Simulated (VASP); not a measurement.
A run of VASP 6.6.1 is set up as follows.

The input INCAR:

```
SYSTEM = CsBr
PREC     = Accurate       ! precision mode
ENCUT    = 500            ! plane-wave cutoff, eV
EDIFF    = 1E-6           ! SCF threshold, eV
ISMEAR   = -1             ! smearing method
SIGMA    = 0.02           ! smearing width, eV
LREAL    = .False.        ! projectors in reciprocal space
LASPH    = .True.         ! aspherical terms in the spheres
NELM     = 120            ! most SCF steps
ALGO     = Normal         ! electronic algorithm
ISIF     = 2              ! what is computed and relaxed
LWAVE    = .False.        ! write WAVECAR
LCHARG   = .True.         ! write CHGCAR
GGA      = CA             ! functional
LELF     = .True.         ! ELF
LVHAR    = .True.       
NBANDS   = 15             ! bands
GGA_COMPAT= .False.
```

KPOINTS

```
Automatic mesh
0
Gamma
  6 6 6
  0 0 0
```

Contents of POSCAR:

```
CsBr
1.0
    4.2860000000      0.0000000000      0.0000000000
    0.0000000000      4.2860000000      0.0000000000
    0.0000000000      0.0000000000      4.2860000000
Cs Br
1 1
Direct
    0.0000000000      0.0000000000      0.0000000000
    0.5000000000      0.5000000000      0.5000000000
```

Potentials or basis: VASP PAW LDA potentials, release 64 (Cs_sv, Br).

The run is started by

```sh
$ cat potpaw_LDA.64/Cs_sv/POTCAR potpaw_LDA.64/Br/POTCAR > POTCAR
$ mpirun -np 1 vasp_std > vasp.out
```

**Question.** What does it give for the pressure?

**Answer.** -1.6 GPa.

**Question.** Predict the band gap on the k mesh.

**Answer.** 4.14 eV, direct.

Caveat: spin-orbit coupling is left out, which moves the levels of the heavy elements.
